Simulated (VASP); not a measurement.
# AlN (Pm) in VASP: notebook, part 2 of 3

VASP 6.6.1. The steps go on from the part before.

## Step 4: Single point, LDA (atom 1 (Al) moved by -0.248 Å along [1 0 0] and +0.248 Å along [1 2 0])

Input file INCAR:

```
PREC = Accurate
ENCUT = 520
EDIFF = 1E-6
ISMEAR = 0
SIGMA = 0.05
LREAL = F
LASPH = T
NELM = 60
ALGO = Normal
ISIF = 2
LWAVE = F
LCHARG = F
NBANDS = 26
```

Input file KPOINTS:

```
Automatic mesh
0
Gamma
  8 6 4
```

Input file POSCAR:

```
AlN
1.0
   -1.6378403119      2.8368226349      0.0000000000
    0.0000000000      0.0000000000      4.1006264518
    4.9135209358      2.8368226349      0.0000000000
Al N
4 4
Direct
    0.6034210410      0.7500000000      0.1506673760
    1.0000000000      0.7500000000      0.6666666667
    0.0000000000      0.2500000000      0.3333333333
    0.5000000000      0.2500000000      0.8333333333
    0.5000000000      0.2500000000      0.1666666667
    1.0000000000      0.2500000000      0.6666666667
    0.0000000000      0.7500000000      0.3333333333
    0.5000000000      0.7500000000      0.8333333333
```

Potentials or basis: VASP PAW LDA potentials, release 64 (Al, N).

Launch:

```bash
> cat potpaw_LDA.64/Al/POTCAR potpaw_LDA.64/N/POTCAR > POTCAR
> mpirun -np 1 vasp_std > vasp.out
```

OUTCAR:

```text
PREC = Accurate
   ENCUT = 520
   EDIFF = 1E-6
   ISMEAR = 0
   LREAL = F
   LASPH = T
   NELM = 60
   ISIF = 2

 ion  position               nearest neighbor table
   1  0.603  0.750  0.151-   7 1.66   8 1.83   5 2.08   5 2.08   7 2.23   3 2.64   3 2.64   4 2.75
                             4 2.75   3 3.03   3 3.03   2 3.04   2 3.20
   2  0.000  0.750  0.667-   8 1.89   8 1.89   7 1.89   6 2.05   6 2.05   4 2.79   4 2.79   4 2.79
                             4 2.79   3 2.79   3 2.79   1 3.04   1 3.20
   3  0.000  0.250  0.333-   5 1.89   5 1.89   6 1.89   7 2.05   7 2.05   1 2.64   1 2.64   2 2.79
                             2 2.79   1 3.03   1 3.03   4 3.28   4 3.28   4 3.28   4 3.28
   4  0.500  0.250  0.833-   6 1.89   6 1.89   5 1.89   8 2.05   8 2.05   1 2.75   1 2.75   2 2.79
                             2 2.79   2 2.79   2 2.79   3 3.28   3 3.28   3 3.28   3 3.28
   5  0.500  0.250  0.167-   3 1.89   3 1.89   4 1.89   1 2.08   1 2.08
   6  0.000  0.250  0.667-   4 1.89   4 1.89   3 1.89   2 2.05   2 2.05
   7  0.000  0.750  0.333-   1 1.66   2 1.89   3 2.05   3 2.05   1 2.23
   8  0.500  0.750  0.833-   1 1.83   2 1.89   2 1.89   4 2.05   4 2.05

  LATTYP: Found a simple orthorhombic cell.
 ALAT       =     3.2756806238
 B/A-ratio  =     1.2518395176
 C/A-ratio  =     1.7320508076

  Lattice vectors:

 A1 = (  -1.6378403119,   2.8368226349,   0.0000000000)
 A2 = (   0.0000000000,   0.0000000000,   4.1006264518)
 A3 = (   4.9135209358,   2.8368226349,   0.0000000000)

Analysis of symmetry for initial positions (statically):
=====================================================================
 Subroutine PRICEL returns:
 Original cell was already a primitive cell.

 Routine SETGRP: Setting up the symmetry group for a
 simple orthorhombic supercell.

 Subroutine GETGRP returns: Found  2 space group operations
 (whereof  1 operations were pure point group operations)
 out of a pool of  8 trial point group operations.

The static configuration has the point symmetry C_1 .
 The point group associated with its full space group is C_1h.

Analysis of symmetry for dynamics (positions and initial velocities):
=====================================================================
 Subroutine PRICEL returns:
 Original cell was already a primitive cell.

 Routine SETGRP: Setting up the symmetry group for a
 simple orthorhombic supercell.

 Subroutine GETGRP returns: Found  2 space group operations
 (whereof  1 operations were pure point group operations)
 out of a pool of  8 trial point group operations.

The dynamic configuration has the point symmetry C_1 .
 The point group associated with its full space group is C_1h.

 Subroutine INISYM returns: Found  2 space group operations
 (whereof  1 operations are pure point group operations),
 and found     1 'primitive' translations

----------------------------------------------------------------------------------------

                                     Primitive cell

  volume of cell :      76.2103

  direct lattice vectors                    reciprocal lattice vectors
    -1.637840312  2.836822635  0.000000000    -0.152640033  0.264380293  0.000000000
     0.000000000  0.000000000  4.100626452     0.000000000  0.000000000  0.243865178
[... 52 lines left out ...]
 Following reciprocal coordinates:
            Coordinates               Weight
  0.000000  0.000000  0.000000      1.000000
  0.125000  0.000000  0.000000      2.000000
  0.250000  0.000000  0.000000      2.000000
  0.375000  0.000000  0.000000      2.000000
  0.500000  0.000000  0.000000      1.000000
  0.000000  0.166667  0.000000      2.000000
[... 16 lines left out ...]
  0.125000  0.000000 -0.250000      2.000000
  0.250000  0.000000  0.250000      2.000000
 [... further k-points ...]
   k-points           NKPTS =     72   k-points in BZ     NKDIM =     72   number of bands    NBANDS=     26
   number of dos      NEDOS =    301   number of ions     NIONS =      8
   total plane-waves  NPLWV =  30240
   dimension x,y,z NGX =    24 NGY =   30 NGZ =   42
   dimension x,y,z NGXF=    48 NGYF=   60 NGZF=   84
   ions per type =               4   4
   NGX,Y,Z   is equivalent  to a cutoff of  12.18, 12.16, 12.31 a.u.
   NGXF,Y,Z  is equivalent  to a cutoff of  24.36, 24.32, 24.61 a.u.
 SYSTEM =  unknown system
   PREC   = accura    normal or accurate (medium, high low for compatibility)
   ISTART =      0    job   : 0-new  1-cont  2-samecut
   ICHARG =      2    charge: 1-file 2-atom 10-const
   ISPIN  =      1    spin polarized calculation?
   LNONCOLLINEAR =      F non collinear calculations
   LSORBIT =      F    spin-orbit coupling
   LASPH  =      T    aspherical Exc in radial PAW
   ENCUT  =  520.0 eV  38.22 Ry    6.18 a.u.   6.09  7.62 10.55*2*pi/ulx,y,z
   NELM   =     60;   NELMIN=  2; NELMDL= -5     # of ELM steps
   EDIFF  = 0.1E-05   stopping-criterion for ELM
   LREAL  =      F    real-space projection
   EDIFFG = 0.1E-04   stopping-criterion for IOM
   NSW    =      0    number of steps for IOM
   IBRION =     -1    ionic relax: 0-MD 1-quasi-New 2-CG
   NFREE  =      0    steps in history (QN), initial steepest desc. (CG)
   ISIF   =      2    stress and relaxation
   ISYM   =      2    0-nonsym 1-usesym 2-fastsym
   POTIM  = 0.5000    time-step for ionic-motion
   TEBEG  =    0.0;   TEEND  =   0.0 temperature during run
   PSTRESS=    0.0 pullay stress
   NELECT =      32.0000    total number of electrons
   NUPDOWN=      -1.0000    fix difference up-down
   EMIN   =  10.00;   EMAX   =-10.00  energy-range for DOS
   EFERMI =   0.00;   METHOD = LEGACY
   ISMEAR =     0;   SIGMA  =   0.05  broadening in eV -4-tet -1-fermi 0-gaus
   EFERMI_NEDOS =   21; number of points for ismear=-14 and -15
   IALGO  =     38    algorithm
   IMIX   =      4    mixing-type and parameters
     AMIX     =   0.40;   BMIX     =  1.00
     AMIX_MAG =   1.60;   BMIX_MAG =  1.00
  volume/ion in A,a.u.               =       9.53        64.29
  Fermi-wavevector in a.u.,A,eV,Ry     =   1.225896  2.316607 20.447110  1.502820
  Thomas-Fermi vector in A             =   2.360917
   LORBIT       =      0    0 simple, 1 ext, 2 COOP (PROOUT), +10 PAW based schemes
   GGA     = CA    functional components
   LHFCALC =     F    Hartree Fock is set to
   AEXX    =    0.0000 exact exchange contribution
   IVDW    =     0    specifies the selected vdW correction
   LEPSILON=     F    determine dielectric tensor
   LRPA    =     F    only Hartree local field effects (RPA)
 non-spin polarized calculation
 Gauss-broadening in eV      SIGMA  =   0.05
  energy-cutoff  :      520.00
  volume of cell :       76.21
 maximum number of plane-waves:      2088
   NGX = 13   NGY = 15   NGZ = 21

 number of electron      32.0000003 magnetization

 Free energy of the ion-electron system (eV)
  ---------------------------------------------------
  ext. energy  EPLUGINS =         0.00000000
  ---------------------------------------------------
  free energy    TOTEN  =       -63.98303412 eV

  energy without entropy =      -63.98303412  energy(sigma->0) =      -63.98303412

 E-fermi :   8.3411     XC(G=0): -11.6734

 val. band max:        8.1176638211   @ k =   0.0000   0.0000   0.0000
 cond. band min:      11.4390949813   @ k =   0.0000   0.0000   0.0000
 fundamental gap:      3.3214311601
 Fermi energy:         8.3410625103

 k-point     1 :       0.0000    0.0000    0.0000
  band No.  band energies     occupation
      1      -8.8368      2.00000
      2      -6.8058      2.00000
      3      -5.6239      2.00000
      4      -4.8175      2.00000
      5       1.0043      2.00000
      6       1.4709      2.00000
[... 685 lines left out ...]
     25      18.0581      0.00000
     26      18.3101      0.00000

 [... further k-points ...]
[... 5 lines left out ...]
  --------------------------------------------------------------------------------------
  -------------------------------------------------------------------------------------
  Total       -0.0931500      7.1127028      0.3088028      2.5766311      0.0000000      0.0000000
  in kB       -1.9583013    149.5310234      6.4919897     54.1687586      0.0000000      0.0000000
  external PRESSURE =      51.3549039 kB  Pullay stress =       0.0000000 kB

 VOLUME and BASIS-vectors are now :
 -----------------------------------------------------------------------------
  energy-cutoff  :      520.00
  volume of cell :       76.21
      direct lattice vectors                 reciprocal lattice vectors
    -1.637840312  2.836822635  0.000000000    -0.152640033  0.264380293  0.000000000
     0.000000000  0.000000000  4.100626452     0.000000000  0.000000000  0.243865178
     4.913520936  2.836822635  0.000000000     0.152640033  0.088126764  0.000000000

 POSITION                                       TOTAL-FORCE (eV/Angst)
 -----------------------------------------------------------------------------------
     -0.24800      2.13922      3.07547         2.198890     -5.374127      0.000000
      3.27568      1.89122      3.07547        -0.644011     -0.190212      0.000000
      1.63784      0.94561      1.02516        -0.236397      0.659225      0.000000
      3.27568      3.78243      1.02516         0.096885     -0.244269      0.000000
      0.00000      1.89122      1.02516        -0.779434      0.476002      0.000000
      3.27568      1.89122      1.02516         0.128766      0.119683      0.000000
      1.63784      0.94561      3.07547        -0.093061      4.515050      0.000000
      3.27568      3.78243      3.07547        -0.671636      0.038648      0.000000
 -----------------------------------------------------------------------------------
    total drift:                               -0.000275      0.000549     -0.000000

  FREE ENERGIE OF THE ION-ELECTRON SYSTEM (eV)
  ---------------------------------------------------
  free  energy   TOTEN  =       -63.9830341217 eV

  energy  without entropy=      -63.9830341217  energy(sigma->0) =      -63.98303412
```

Run time: 62 s. Hardware: 1 thread of AMD EPYC 9R45 (Zen 5), shared host; peak memory 0.19 GiB.

Results:

| Quantity | Value |
| --- | --- |
| Free energy | -63.9830 eV |
| Pressure | 5.1 GPa |
| Largest force | 5.807 eV/Å |
| Band gap on the k mesh | 3.32 eV |

Forces on the atoms (eV/Å):
```
Al   2.199 -5.374  0.000
Al  -0.644 -0.190  0.000
Al  -0.236  0.659  0.000
Al   0.097 -0.244  0.000
N   -0.779  0.476  0.000
N    0.129  0.120  0.000
N   -0.093  4.515  0.000
N   -0.672  0.039  0.000
```

Stress tensor (GPa, compression positive):
```
-0.20  5.42  0.00
 5.42 14.95  0.00
 0.00  0.00  0.65
```

Levels at points of the mesh, in eV from the valence-band top:
| k point | band 13 | band 14 | band 15 | band 16 | band 17 | band 18 | band 19 | band 20 |
| --- | --- | --- | --- | --- | --- | --- | --- | --- |
| (0.00, 0.00, 0.00) | -1.81 | -1.61 | -1.13 | 0.00 | 3.32 | 3.85 | 4.51 | 7.01 |
| (0.50, 0.00, 0.00) | -2.93 | -2.55 | -2.23 | -2.11 | 5.27 | 5.42 | 5.89 | 6.07 |
| (0.00, 0.50, 0.00) | -2.52 | -2.03 | -1.84 | -1.68 | 4.82 | 5.02 | 5.85 | 5.87 |
| (0.50, 0.50, 0.00) | -1.17 | -1.16 | -0.99 | -0.83 | 5.62 | 5.90 | 6.38 | 6.48 |
| (0.00, 0.00, 0.50) | -1.58 | -1.31 | -1.07 | -1.06 | 4.36 | 4.92 | 6.12 | 6.35 |
| (0.50, 0.00, 0.50) | -3.17 | -2.78 | -1.60 | -1.26 | 3.61 | 4.01 | 6.81 | 7.41 |
| (0.00, 0.50, 0.50) | -2.01 | -1.96 | -1.86 | -1.70 | 4.77 | 5.19 | 5.42 | 5.82 |
| (0.50, 0.50, 0.50) | -1.92 | -1.92 | -1.74 | -1.52 | 4.75 | 4.90 | 5.30 | 5.49 |

Caveat: the cell differs from its parent crystal (atom 1 (Al) moved by -0.248 Å along [1 0 0] and +0.248 Å along [1 2 0]); the cell stands under pressure; forces of over 1 eV/Å act on the atoms, so gaps and moduli don't describe the material at rest. A k mesh can miss the band edges.

[end of part 2 of 3]
